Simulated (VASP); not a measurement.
Input of a VASP 6.6.1 run:

File INCAR:

```
SYSTEM = Al2Au
PREC = Accurate
ENCUT = 600
EDIFF = 1E-6
ISMEAR = -1
SIGMA = 0.05
LREAL = .False.
LASPH = .True.
NELM = 60
ALGO = Normal
ISIF = 3
LWAVE = .False.
LCHARG = .False.
GGA = RE
IBRION = 2
NSW = 60
EDIFFG = -0.01
```

KPOINTS

```
regular mesh
0
Gamma
  8 8 8
  0 0 0
```

File POSCAR:

```
Al2Au
1.0
    0.0000000000      3.0000000000      3.0000000000
    3.0000000000      0.0000000000      3.0000000000
    3.0000000000      3.0000000000      0.0000000000
Au Al
1 2
Direct
    0.0000000000      0.0000000000      0.0000000000
    0.7500000000      0.7500000000      0.7500000000
    0.2500000000      0.2500000000      0.2500000000
```

Potentials or basis: VASP PAW PBE potentials, release 64 (Au, Al).

Command:

```console
$ cat potpaw_PBE.64/Au/POTCAR potpaw_PBE.64/Al/POTCAR > POTCAR
$ mpirun -np 1 vasp_std > vasp.out
```

Problem. Predict the relaxed volume.

Solution. 18.76 Å³/atom.

Problem. Estimate the relaxed cell.

Solution. a = 4.301 Å, b = 4.301 Å, c = 4.301 Å, α = 60.00°, β = 60.00°, γ = 60.00°.

Problem. Predict the space group after relaxing (to 0.05 Å).

Solution. Fm-3m (No. 225).

Step by step:
| step | energy change (eV) | largest force (eV/Å) | pressure (GPa) | volume (Å³) |
| --- | --- | --- | --- | --- |
| 1 | 0.0000 | 0.0000 | 4.56 | 54.00 |
| 2 | -0.0136 | 0.0000 | -2.94 | 58.10 |
| 3 | -0.0310 | 0.0000 | 0.02 | 56.28 |

Caveat: the PAW data sets were made with another functional, which shifts forces and pressure a little. Zero-point motion and thermal expansion aren't in these numbers.
